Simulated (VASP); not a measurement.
# AlFe (P4/mmm) in VASP: notebook

Runs on AlFe. Level: r2SCAN. Tasks: single point.

Everything below comes from runs of VASP 6.6.1. Logs are shortened: lines on timing, memory, paths and dates and some standing lists are left out, and cuts for length are marked.

### Step 1. The cell of the first run

Symmetry: P4/mmm, No. 123, tetragonal system. The conventional cell has a = 3.023 Å, b = 3.023 Å, c = 2.706 Å, α = 90.00°, β = 90.00°, γ = 90.00°. Al (site symmetry 4/mmm) has 8 Fe at 2.53 Å and 6 Al at 2.71 to 3.02 Å within 3.3 Å. Within 3.3 Å of Fe (site symmetry 4/mmm) lie 8 Al at 2.53 Å and 6 Fe at 2.71 to 3.02 Å.

### Step 2. Single point, r2SCAN, collinear spin, antiferromagnetic start (volume scaled by 0.980)

POSCAR

```
AlFe
1.0
    0.0000000000      3.0232470101      3.0232470101
    0.0000000000     -3.0232470101      3.0232470101
    2.7061960453      0.0000000000      0.0000000000
Al Fe
2 2
Direct
    0.0000000000      0.0000000000      0.0000000000
    0.5000000000      0.5000000000      0.0000000000
    0.5000000000      0.0000000000      0.5000000000
    1.0000000000      0.5000000000      0.5000000000
```

INCAR.step1

```
PREC = Accurate ; ENCUT = 660
ISMEAR = 0 ; SIGMA = 0.05
LREAL = F ; LASPH = T
NELM = 200 ; ISPIN = 2
MAGMOM = 0 0 2.49 -2.49 ; LMAXMIX = 4
NBANDS = 23 ; GGA = PE
ALGO = Normal ; EDIFF = 1E-5
LWAVE = T ; LCHARG = F
GGA_COMPAT = F ; KPAR = 4
```

INCAR.step2

```
PREC = Accurate ; ENCUT = 660
EDIFF = 1E-6 ; ISMEAR = 0
SIGMA = 0.05 ; LREAL = F
LASPH = T ; NELM = 200
ALGO = Normal ; ISIF = 2
LWAVE = F ; LCHARG = T
ISPIN = 2 ; MAGMOM = 0 0 2.49 -2.49
LORBIT = 11 ; LMAXMIX = 4
METAGGA = R2SCAN ; LMIXTAU = T
LVHAR = T ; NBANDS = 23
ISTART = 1 ; GGA_COMPAT = F
KPAR = 4
```

KPOINTS

```
Automatic mesh
0
Gamma
  12 12 16
```

Potentials or basis: VASP PAW PBE potentials, release 64 (Al, Fe).

The run is started by

```sh
cat potpaw_PBE.64/Al/POTCAR potpaw_PBE.64/Fe/POTCAR > POTCAR
cp INCAR.step1 INCAR
mpirun -np 4 vasp_std > vasp.out
cp INCAR.step2 INCAR
mpirun -np 4 vasp_std > vasp.out
```

OUTCAR:

```text
PREC = Accurate
   ENCUT = 660
   EDIFF = 1E-6
   ISMEAR = 0
   LREAL = F
   LASPH = T
   NELM = 200
   ISIF = 2
   ISPIN = 2
   LORBIT = 11
   METAGGA = R2SCAN
   ISTART = 1

 ion  position               nearest neighbor table
   1  0.000  0.000  0.000-   3 2.53   4 2.53   3 2.53   4 2.53   4 2.53   4 2.53   3 2.53   3 2.53
                             2 3.02   2 3.02   2 3.02   2 3.02
   2  0.500  0.500  0.000-   3 2.53   4 2.53   3 2.53   4 2.53   3 2.53   3 2.53   4 2.53   4 2.53
                             1 3.02   1 3.02   1 3.02   1 3.02
   3  0.500  0.000  0.500-   1 2.53   2 2.53   1 2.53   2 2.53   2 2.53   2 2.53   1 2.53   1 2.53
                             4 3.02   4 3.02   4 3.02   4 3.02
   4  0.000  0.500  0.500-   1 2.53   2 2.53   1 2.53   2 2.53   1 2.53   1 2.53   2 2.53   2 2.53
                             3 3.02   3 3.02   3 3.02   3 3.02

  LATTYP: Found a simple tetragonal cell.
 ALAT       =     4.2755169241
 C/A-ratio  =     0.6329517795

  Lattice vectors:

 A1 = (   0.0000000000,   3.0232470101,   3.0232470101)
 A2 = (   0.0000000000,  -3.0232470101,   3.0232470101)
 A3 = (   2.7061960453,   0.0000000000,   0.0000000000)

Analysis of symmetry for initial positions (statically):
=====================================================================
 Subroutine PRICEL returns following result:

  LATTYP: Found a simple tetragonal cell.
 ALAT       =     3.0232470101
 C/A-ratio  =     0.8951289909

  Lattice vectors:

 A1 = (   0.0000000000,   3.0232470101,   0.0000000000)
 A2 = (   0.0000000000,   0.0000000000,   3.0232470101)
 A3 = (   2.7061960453,   0.0000000000,   0.0000000000)

   2 primitive cells build up your supercell.

 Routine SETGRP: Setting up the symmetry group for a
 simple tetragonal supercell.

 Subroutine GETGRP returns: Found 16 space group operations
 (whereof 16 operations were pure point group operations)
 out of a pool of 16 trial point group operations.

The static configuration has the point symmetry D_4h.

Analysis of symmetry for dynamics (positions and initial velocities):
=====================================================================
 Subroutine PRICEL returns following result:

  LATTYP: Found a simple tetragonal cell.
 ALAT       =     3.0232470101
 C/A-ratio  =     0.8951289909

  Lattice vectors:

 A1 = (   0.0000000000,   3.0232470101,   0.0000000000)
 A2 = (   0.0000000000,   0.0000000000,   3.0232470101)
 A3 = (   2.7061960453,   0.0000000000,   0.0000000000)

   2 primitive cells build up your supercell.

 Routine SETGRP: Setting up the symmetry group for a
 simple tetragonal supercell.

 Subroutine GETGRP returns: Found 16 space group operations
 (whereof 16 operations were pure point group operations)
 out of a pool of 16 trial point group operations.

The dynamic configuration has the point symmetry D_4h.

Analysis of structural, dynamic, and magnetic symmetry:
=====================================================================
 Subroutine PRICEL returns following result:

  LATTYP: Found a simple tetragonal cell.
 ALAT       =     3.0232470101
 C/A-ratio  =     0.8951289909

  Lattice vectors:

 A1 = (   0.0000000000,   3.0232470101,   0.0000000000)
 A2 = (   0.0000000000,   0.0000000000,   3.0232470101)
 A3 = (   2.7061960453,   0.0000000000,   0.0000000000)

   2 primitive cells build up your supercell.

 Routine SETGRP: Setting up the symmetry group for a
 simple tetragonal supercell.

 Subroutine GETGRP returns: Found 16 space group operations
 (whereof 16 operations were pure point group operations)
 out of a pool of 16 trial point group operations.

The overall configuration has the point symmetry D_4h.

 Subroutine INISYM returns: Found 16 space group operations
 (whereof 16 operations are pure point group operations),
 and found     2 'primitive' translations

----------------------------------------------------------------------------------------

                                     Primitive cell

  volume of cell :      24.7347

  direct lattice vectors                    reciprocal lattice vectors
     0.000000000  3.023247010  0.000000000     0.000000000  0.330770194  0.000000000
     0.000000000  0.000000000  3.023247010     0.000000000  0.000000000  0.330770194
     2.706196045  0.000000000  0.000000000     0.369522379  0.000000000  0.000000000

  length of vectors
     3.023247010  3.023247010  2.706196045     0.330770194  0.330770194  0.369522379

  position of ions in fractional coordinates (direct lattice)
     0.000000000  0.000000000  0.000000000
     0.500000000  0.500000000  0.500000000

  ion indices of the primitive-cell ions
   primitive index   ion index
                 1           1
                 2           3

----------------------------------------------------------------------------------------

 KPOINTS: Automatic mesh

Automatic generation of k-mesh.
 Grid dimensions read from file:
 generate k-points for:   12   12   16

 Generating k-lattice:

  Cartesian coordinates                     Fractional coordinates (reciprocal lattice)
     0.000000000  0.013782091  0.013782091     0.083333333  0.000000000  0.000000000
     0.000000000 -0.013782091  0.013782091     0.000000000  0.083333333  0.000000000
     0.023095149  0.000000000  0.000000000     0.000000000  0.000000000  0.062500000

  Length of vectors
     0.019490821  0.019490821  0.023095149

  Shift w.r.t. Gamma in fractional coordinates (k-lattice)
     0.000000000  0.000000000  0.000000000

 Subroutine IBZKPT returns following result:
 ===========================================

 Found    252 irreducible k-points:

 Following reciprocal coordinates:
            Coordinates               Weight
  0.000000  0.000000  0.000000      1.000000
  0.083333  0.000000  0.000000      4.000000
  0.166667  0.000000  0.000000      4.000000
  0.250000  0.000000  0.000000      4.000000
  0.333333  0.000000  0.000000      4.000000
  0.416667  0.000000  0.000000      4.000000
[... 16 lines left out ...]
  0.333333  0.333333  0.000000      4.000000
  0.416667  0.333333  0.000000      8.000000
 [... further k-points ...]
   k-points           NKPTS =    252   k-points in BZ     NKDIM =    252   number of bands    NBANDS=     23
   number of dos      NEDOS =    301   number of ions     NIONS =      4
   total plane-waves  NPLWV =  31104
   dimension x,y,z NGX =    36 NGY =   36 NGZ =   24
   dimension x,y,z NGXF=    72 NGYF=   72 NGZF=   48
   ions per type =               2   2
   NGX,Y,Z   is equivalent  to a cutoff of  14.00, 14.00, 14.74 a.u.
   NGXF,Y,Z  is equivalent  to a cutoff of  28.00, 28.00, 29.49 a.u.
 SYSTEM =  unknown system
   PREC   = accura    normal or accurate (medium, high low for compatibility)
   ISTART =      1    job   : 0-new  1-cont  2-samecut
   ICHARG =      0    charge: 1-file 2-atom 10-const
   ISPIN  =      2    spin polarized calculation?
   LNONCOLLINEAR =      F non collinear calculations
   LSORBIT =      F    spin-orbit coupling
   LASPH  =      T    aspherical Exc in radial PAW
   ENCUT  =  660.0 eV  48.51 Ry    6.96 a.u.   8.96  8.96  5.67*2*pi/ulx,y,z
   NELM   =    200;   NELMIN=  2; NELMDL=  0     # of ELM steps
   EDIFF  = 0.1E-05   stopping-criterion for ELM
   LREAL  =      F    real-space projection
   EDIFFG = 0.1E-04   stopping-criterion for IOM
   NSW    =      0    number of steps for IOM
   IBRION =     -1    ionic relax: 0-MD 1-quasi-New 2-CG
   NFREE  =      0    steps in history (QN), initial steepest desc. (CG)
   ISIF   =      2    stress and relaxation
   ISYM   =      2    0-nonsym 1-usesym 2-fastsym
   POTIM  = 0.5000    time-step for ionic-motion
   TEBEG  =    0.0;   TEEND  =   0.0 temperature during run
   PSTRESS=    0.0 pullay stress
   NELECT =      22.0000    total number of electrons
   NUPDOWN=      -1.0000    fix difference up-down
   EMIN   =  10.00;   EMAX   =-10.00  energy-range for DOS
   EFERMI =   0.00;   METHOD = LEGACY
   ISMEAR =     0;   SIGMA  =   0.05  broadening in eV -4-tet -1-fermi 0-gaus
   EFERMI_NEDOS =   21; number of points for ismear=-14 and -15
   IALGO  =     38    algorithm
   IMIX   =      4    mixing-type and parameters
     AMIX     =   0.40;   BMIX     =  1.00
     AMIX_MAG =   1.60;   BMIX_MAG =  1.00
  volume/ion in A,a.u.               =      12.37        83.46
  Fermi-wavevector in a.u.,A,eV,Ry     =   1.249598  2.361397 21.245422  1.561494
  Thomas-Fermi vector in A             =   2.383631
   LORBIT       =     11    0 simple, 1 ext, 2 COOP (PROOUT), +10 PAW based schemes
   METAGGA = R2SCAN    functional components
   LHFCALC =     F    Hartree Fock is set to
   AEXX    =    0.0000 exact exchange contribution
   IVDW    =     0    specifies the selected vdW correction
   LEPSILON=     F    determine dielectric tensor
   LRPA    =     F    only Hartree local field effects (RPA)
 spin polarized calculation
 Gauss-broadening in eV      SIGMA  =   0.05
  energy-cutoff  :      660.00
  volume of cell :       49.47
 maximum number of plane-waves:      1932
 NGX is ok and might be reduce to    36
   NGX = 17   NGY = 17   NGZ = 11

 number of electron      21.9999998 magnetization      -0.0000000

 number of electron      21.9999998 magnetization       0.0000000

 Free energy of the ion-electron system (eV)
  ---------------------------------------------------
  ext. energy  EPLUGINS =         0.00000000
  ---------------------------------------------------
  free energy    TOTEN  =       -43.06191442 eV

  energy without entropy =      -43.05926960  energy(sigma->0) =      -43.06059201

 E-fermi :   8.0855     XC(G=0): -12.8509

 val. band max:        8.0838232096   @ k =   0.3333   0.1667   0.3125
 cond. band min:       8.0975047925   @ k =   0.2500   0.2500   0.0625
 fundamental gap:      0.0136815829
 Fermi energy:         8.0855407732

 spin component 1

 k-point     1 :       0.0000    0.0000    0.0000
  band No.  band energies     occupation
      1      -3.2504      1.00000
      2       2.1021      1.00000
      3       4.2848      1.00000
      4       4.5329      1.00000
      5       4.7188      1.00000
      6       4.7188      1.00000
[... 15 lines left out ...]
     22      24.1975      0.00000
     23      24.7930      0.00000

 k-point     2 :       0.0833    0.0000    0.0000
  band No.  band energies     occupation
      1      -3.1885      1.00000
      2       2.0136      1.00000
      3       4.0867      1.00000
      4       4.4320      1.00000
      5       4.6788      1.00000
      6       4.8402      1.00000
[... 15 lines left out ...]
     22      24.2780      0.00000
     23      24.3102      0.00000
[... 544 lines left out ...]
     22      21.9773      0.00000
     23      22.0172      0.00000

 k-point    24 :       0.4167    0.3333    0.0000
  band No.  band energies     occupation
      1      -0.8199      1.00000
      2       0.4376      1.00000
      3       1.7702      1.00000
      4       2.8180      1.00000
      5       4.9342      1.00000
      6       5.3704      1.00000
[... 15 lines left out ...]
     22      21.2616      0.00000
     23      22.5519      0.00000

 [... further k-points ...]

 spin component 2

 k-point     1 :       0.0000    0.0000    0.0000
  band No.  band energies     occupation
      1      -3.2504      1.00000
      2       2.1021      1.00000
      3       4.2848      1.00000
      4       4.5329      1.00000
      5       4.7188      1.00000
      6       4.7188      1.00000
[... 15 lines left out ...]
     22      24.1975      0.00000
     23      24.7930      0.00000

 k-point     2 :       0.0833    0.0000    0.0000
  band No.  band energies     occupation
      1      -3.1885      1.00000
      2       2.0136      1.00000
      3       4.0867      1.00000
      4       4.4320      1.00000
      5       4.6788      1.00000
      6       4.8402      1.00000
[... 15 lines left out ...]
     22      24.2780      0.00000
     23      24.3102      0.00000
[... 544 lines left out ...]
     22      21.9773      0.00000
     23      22.0172      0.00000

 k-point    24 :       0.4167    0.3333    0.0000
  band No.  band energies     occupation
      1      -0.8199      1.00000
      2       0.4376      1.00000
      3       1.7702      1.00000
      4       2.8180      1.00000
      5       4.9342      1.00000
      6       5.3704      1.00000
[... 15 lines left out ...]
     22      21.2616      0.00000
     23      22.5519      0.00000

 [... further k-points ...]
[... 5 lines left out ...]
  --------------------------------------------------------------------------------------
  -------------------------------------------------------------------------------------
  Total        0.5670958      0.4657168      0.4657168     -0.0000000      0.0000000      0.0000000
  in kB       18.3666741     15.0832857     15.0832857     -0.0000000      0.0000000      0.0000000
  external PRESSURE =      16.1777485 kB  Pullay stress =       0.0000000 kB

 VOLUME and BASIS-vectors are now :
 -----------------------------------------------------------------------------
  energy-cutoff  :      660.00
  volume of cell :       49.47
      direct lattice vectors                 reciprocal lattice vectors
     0.000000000  3.023247010  3.023247010     0.000000000  0.165385097  0.165385097
     0.000000000 -3.023247010  3.023247010     0.000000000 -0.165385097  0.165385097
     2.706196045  0.000000000  0.000000000     0.369522379  0.000000000  0.000000000

 POSITION                                       TOTAL-FORCE (eV/Angst)
 -----------------------------------------------------------------------------------
      0.00000      0.00000      0.00000        -0.000000      0.000000     -0.000000
      0.00000      0.00000      3.02325         0.000000     -0.000000     -0.000000
      1.35310      1.51162      1.51162        -0.000000     -0.000000      0.000000
      1.35310     -1.51162      1.51162         0.000000      0.000000      0.000000
 -----------------------------------------------------------------------------------
    total drift:                                0.000000      0.000000      0.000000

  FREE ENERGIE OF THE ION-ELECTRON SYSTEM (eV)
  ---------------------------------------------------
  free  energy   TOTEN  =       -43.0619144176 eV

  energy  without entropy=      -43.0592696021  energy(sigma->0) =      -43.06059201

 total charge

# of ion       s       p       d       tot
------------------------------------------
    1        0.400   0.452   0.000   0.852
    2        0.400   0.452   0.000   0.852
    3        0.440   0.523   6.351   7.314
    4        0.440   0.523   6.351   7.314
--------------------------------------------------
tot          1.680   1.949  12.702  16.331

 magnetization (x)

# of ion       s       p       d       tot
------------------------------------------
    1        0.000   0.000   0.000   0.000
    2        0.000   0.000   0.000   0.000
    3        0.018  -0.006   2.156   2.169
    4       -0.018   0.006  -2.156  -2.169
--------------------------------------------------
tot          0.000   0.000   0.000   0.000
```

It took 11 min on 4 MPI ranks of Intel Xeon Platinum 8259CL at 2.50GHz (Skylake/Cascade Lake), shared host; peak memory 0.65 GiB.

What came out:

```yaml
Free_energy: -43.0619 eV
Pressure: 1.6 GPa
Band_gap_on_the_k_mesh: zero (filled and empty bands overlap)
Net_moment: 0.00 μB per cell
Site_moments: Al +0.00; Fe +2.17, -2.17 μB
Valence_electrons_inside_the_program's_atomic_spheres: Al 0.85; Fe 7.31
```

Caveat: the PAW data sets were made with another functional, which shifts forces and pressure a little.

### Step 3. Single point, r2SCAN, collinear spin, antiferromagnetic start (volume scaled by 1.040)

POSCAR

```
AlFe
1.0
    0.0000000000      3.1043183859      3.1043183859
    0.0000000000     -3.1043183859      3.1043183859
    2.7238379634      0.0000000000      0.0000000000
Al Fe
2 2
Direct
    0.0000000000      0.0000000000      0.0000000000
    0.5000000000      0.5000000000      0.0000000000
    0.5000000000      0.0000000000      0.5000000000
    1.0000000000      0.5000000000      0.5000000000
```

INCAR.step1

```
PREC = Accurate
ENCUT = 660
ISMEAR = 0
SIGMA = 0.05
LREAL = False
LASPH = True
NELM = 200
ISPIN = 2
MAGMOM = 0 0 2.57 -2.57
LMAXMIX = 4
NBANDS = 23
GGA = PE
ALGO = Normal
EDIFF = 1E-5
LWAVE = True
LCHARG = False
GGA_COMPAT = False
KPAR = 4
```

INCAR.step2

```
PREC = Accurate
ENCUT = 660
EDIFF = 1E-6
ISMEAR = 0
SIGMA = 0.05
LREAL = False
LASPH = True
NELM = 200
ALGO = Normal
ISIF = 2
LWAVE = False
LCHARG = True
ISPIN = 2
MAGMOM = 0 0 2.57 -2.57
LORBIT = 11
LMAXMIX = 4
METAGGA = R2SCAN
LMIXTAU = True
LVHAR = True
NBANDS = 23
ISTART = 1
GGA_COMPAT = False
KPAR = 4
```

KPOINTS is that of step 2.

Potentials or basis: VASP PAW PBE potentials, release 64 (Al, Fe).

The run is started by

```sh
cat potpaw_PBE.64/Al/POTCAR potpaw_PBE.64/Fe/POTCAR > POTCAR
cp INCAR.step1 INCAR
mpirun -np 4 vasp_std > vasp.out
cp INCAR.step2 INCAR
mpirun -np 4 vasp_std > vasp.out
```

It took 12 min on 4 MPI ranks of Intel Xeon Platinum 8259CL at 2.50GHz (Skylake/Cascade Lake), shared host; peak memory 0.7 GiB.

It converged, with:

| Quantity | Value |
| --- | --- |
| Free energy | -43.0327 eV |
| Pressure | -4.4 GPa |
| Band gap on the k mesh | zero (filled and empty bands overlap) |
| Net moment | 0.00 μB per cell |
| Site moments | Al +0.00; Fe +2.37, -2.37 μB |
| Valence electrons inside the program's atomic spheres | Al 0.83; Fe 7.20 |

Stress tensor (GPa, compression positive):
```
-4.12  0.00  0.00
 0.00 -4.49  0.00
 0.00  0.00 -4.49
```

Levels at points of the mesh, in eV from the Fermi level:
Spin up:
```tsv
k point	band 9	band 10	band 11	band 12	band 13	band 14
(0.00, 0.00, 0.00)	-2.43	-1.31	0.66	1.14	1.14	1.73
(0.50, 0.00, 0.00)	-2.42	-1.18	0.08	1.06	1.13	1.73
(0.50, 0.50, 0.00)	-2.45	-1.34	-0.45	1.11	1.11	1.81
(0.00, 0.00, 0.50)	-0.90	-0.85	1.24	1.94	2.22	2.22
(0.50, 0.00, 0.50)	-1.72	-0.83	-0.33	0.34	0.63	2.10
(0.50, 0.50, 0.50)	-1.80	-1.74	-1.74	-0.77	0.04	0.21
```
Spin down:
```tsv
k point	band 8	band 9	band 10	band 11	band 12	band 13	band 14	band 15
(0.00, 0.00, 0.00)	-2.43	-2.43	-1.31	0.66	1.14	1.14	1.73	2.65
(0.50, 0.00, 0.00)	-2.43	-2.42	-1.18	0.08	1.06	1.13	1.73	2.71
(0.50, 0.50, 0.00)	-2.45	-2.45	-1.34	-0.45	1.11	1.11	1.81	7.79
(0.00, 0.00, 0.50)	-1.54	-0.90	-0.85	1.24	1.94	2.22	2.22	2.58
(0.50, 0.00, 0.50)	-1.96	-1.72	-0.83	-0.33	0.34	0.63	2.10	5.25
(0.50, 0.50, 0.50)	-2.43	-1.80	-1.74	-1.74	-0.77	0.04	0.21	3.47
```

Caveat: the PAW data sets were made with another functional, which shifts forces and pressure a little.
